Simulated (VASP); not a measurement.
Set up this calculation in VASP 6.6.1, as the native input.

* Task: single point
* Functional: RPBE
* Potentials or basis: VASP PAW PBE potentials, release 64 (Mo_sv, S)
* Cutoff: 520 eV
* k mesh: 9 × 9 × 4
* Occupations: fermi-dirac, width 0.05 eV
* Spin: no spin polarisation
* Dipole correction: no
* Further INCAR settings: ALGO = Normal; EDIFF = 1e-06; NBANDS = 20

The structure of MoS2 lies in POSCAR:

```
MoS2
1.0
    3.2488391220      0.0000000000      0.0000000000
   -1.6244195610      2.8135772124      0.0000000000
    0.0000000000      0.0000000000      6.3542790981
Mo S
1 2
Direct
    0.0000000000      0.0000000000      0.5000000000
    0.6666666667      0.3333333333      0.7446806800
    0.3333333333      0.6666666667      0.2553193200
```

These files were run (other wordings do the same):

INCAR

```
ALGO     = Normal         # electronic algorithm
EDIFF    = 1E-6           # SCF threshold, eV
ENCUT    = 520            # plane-wave cutoff, eV
GGA      = RP             # functional
ISIF     = 2              # what is computed and relaxed
ISMEAR   = -1             # smearing method
LASPH    = True           # aspherical terms in the spheres
LCHARG   = True           # write CHGCAR
LELF     = True           # ELF
LREAL    = False          # projectors in reciprocal space
LVHAR    = True         
LWAVE    = False          # write WAVECAR
NBANDS   = 20             # bands
NELM     = 80             # most SCF steps
PREC     = Accurate       # precision mode
SIGMA    = 0.05           # smearing width, eV
```

KPOINTS

```
k-points
0
Gamma
  9 9 4
```

Potentials or basis: VASP PAW PBE potentials, release 64 (Mo_sv, S).

Command:

```bash
$ cat potpaw_PBE.64/Mo_sv/POTCAR potpaw_PBE.64/S/POTCAR > POTCAR
$ mpirun -np 1 vasp_std > vasp.out
```

It gave:

```json
{
  "Pressure": "0.8 GPa",
  "Largest force": "0.036 eV/Å",
  "Band gap on the k mesh": "zero (band 13 reaches 7.39 eV, above the bottom of band 14 at 6.34 eV)"
}
```

Caveat: the PAW data sets were made with another functional, which shifts forces and pressure a little; this functional lacks dispersion, which binds the layers, so the pressure and a relaxed spacing across them are unreliable.

It took 64 s on 1 thread of Intel Xeon 8259CL, on a shared host, peak memory 0.2 GiB.
